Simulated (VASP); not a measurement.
Wanted: the native input for a VASP 6.6.1 run.

| Property | Result |
| --- | --- |
| Task | single point |
| Functional | LDA |
| Potentials or basis | VASP PAW LDA potentials, release 64 (Si, O) |
| Cutoff | 520 eV |
| k mesh | 6 × 6 × 8 |
| Occupations | gaussian, width 0.05 eV |
| Spin | no spin polarisation |
| Dipole correction | no |
| Further INCAR settings | ALGO = Normal; EDIFF = 1e-07; NBANDS = 25 |

The structure of SiO2 lies in POSCAR:

```
SiO2
1.0
    4.1801000000      0.0000000000      0.0000000000
    0.0000000000      4.1801000000      0.0000000000
    0.0000000000      0.0000000000      2.5336000000
Si O
2 4
Direct
    0.5000000000      0.5000000000      0.5000000000
    0.0000000000      0.0000000000      0.0000000000
    0.6944252994      0.6944252994      0.0000000000
    0.1944252994      0.8055747006      0.5000000000
    0.3055747006      0.3055747006      0.0000000000
    0.8055747006      0.1944252994      0.5000000000
```

These files were run (other wordings do the same):

INCAR

```
SYSTEM = SiO2
PREC     = Accurate       ! precision mode
ENCUT    = 520            ! plane-wave cutoff, eV
EDIFF    = 1E-7           ! SCF threshold, eV
ISMEAR   = 0              ! smearing method
SIGMA    = 0.05           ! smearing width, eV
LREAL    = .FALSE.        ! projectors in reciprocal space
LASPH    = .TRUE.         ! aspherical terms in the spheres
NELM     = 60             ! most SCF steps
ALGO     = Normal         ! electronic algorithm
ISIF     = 2              ! what is computed and relaxed
LWAVE    = .FALSE.        ! write WAVECAR
LCHARG   = .FALSE.        ! write CHGCAR
NBANDS   = 25             ! bands
```

KPOINTS

```
regular mesh
0
G
  6 6 8
  0 0 0
```

Potentials or basis: VASP PAW LDA potentials, release 64 (Si, O).

Command:

```bash
$ cat potpaw_LDA.64/Si/POTCAR potpaw_LDA.64/O/POTCAR > POTCAR
$ mpirun -np 1 vasp_std > vasp.out
```

Results of the run:

| Quantity | Value |
| --- | --- |
| Pressure | 18.3 GPa |
| Largest force | 0.082 eV/Å |
| Band gap on the k mesh | 6.66 eV |

Caveat: the cell stands under pressure.

It took 84 s on 1 thread of AMD EPYC 7R13, with other jobs on the host, peak memory 0.13 GiB.
